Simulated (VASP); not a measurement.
Input of a VASP 6.6.1 run:

Contents of POSCAR:

```
SiO2
1.0
    5.0678905103      0.0000000000      0.0000000000
    0.0000000000      5.0678905103      0.0000000000
    0.0000000000      0.0000000000      7.0921323756
Si O
4 8
Direct
    0.7918117646      0.7918117646      0.5000000000
    0.7081882354      0.2918117646      0.2500000000
    0.2081882354      0.2081882354      0.0000000000
    0.2918117646      0.7081882354      0.7500000000
    0.2577031466      0.4119579520      0.8290694623
    0.0880420480      0.7577031466      0.5790694623
    0.7422968534      0.5880420480      0.3290694623
    0.9119579520      0.2422968534      0.0790694623
    0.7577031466      0.0880420480      0.4209305377
    0.5880420480      0.7422968534      0.6709305377
    0.2422968534      0.9119579520      0.9209305377
    0.4119579520      0.2577031466      0.1709305377
```

Contents of INCAR.step1:

```
PREC = Accurate
ENCUT = 520
ISMEAR = 0
SIGMA = 0.02
LREAL = F
LASPH = T
NELM = 60
NBANDS = 44
GGA = PE
ALGO = Normal
EDIFF = 1E-4
LWAVE = T
LCHARG = F
```

Contents of INCAR.step2:

```
PREC = Accurate
ENCUT = 520
EDIFF = 1E-6
ISMEAR = 0
SIGMA = 0.02
LREAL = F
LASPH = T
NELM = 60
ALGO = Normal
ISIF = 2
LWAVE = F
LCHARG = T
METAGGA = R2SCAN
LMIXTAU = T
LELF = T
LVHAR = T
NBANDS = 44
ISTART = 1
```

The input KPOINTS:

```
regular mesh
0
Gamma
  6 6 4
```

Potentials or basis: VASP PAW PBE potentials, release 64 (Si, O).

The run is started by

```bash
$ cat potpaw_PBE.64/Si/POTCAR potpaw_PBE.64/O/POTCAR > POTCAR
$ cp INCAR.step1 INCAR
$ mpirun -np 1 vasp_std > vasp.out
$ cp INCAR.step2 INCAR
$ mpirun -np 1 vasp_std > vasp.out
```

Problem. Predict the band gap on the k mesh.

Solution. 6.23 eV.

Problem. What does it give for the pressure?

Solution. -0.6 GPa.

Problem. Predict the largest force.

Solution. 0.017 eV/Å.

Forces in eV/Å, atoms in the order of the input:
```
Si   0.012  0.012  0.000
Si  -0.012  0.012  0.000
Si  -0.012 -0.012  0.000
Si   0.012 -0.012  0.000
O    0.005 -0.003  0.008
O    0.003  0.005  0.008
O   -0.005  0.003  0.008
O   -0.003 -0.005  0.008
O    0.005  0.003 -0.008
O    0.003 -0.005 -0.008
O   -0.005 -0.003 -0.008
O   -0.003  0.005 -0.008
```

Caveat: the PAW data sets were made with another functional, which shifts forces and pressure a little. A k mesh can miss the band edges.
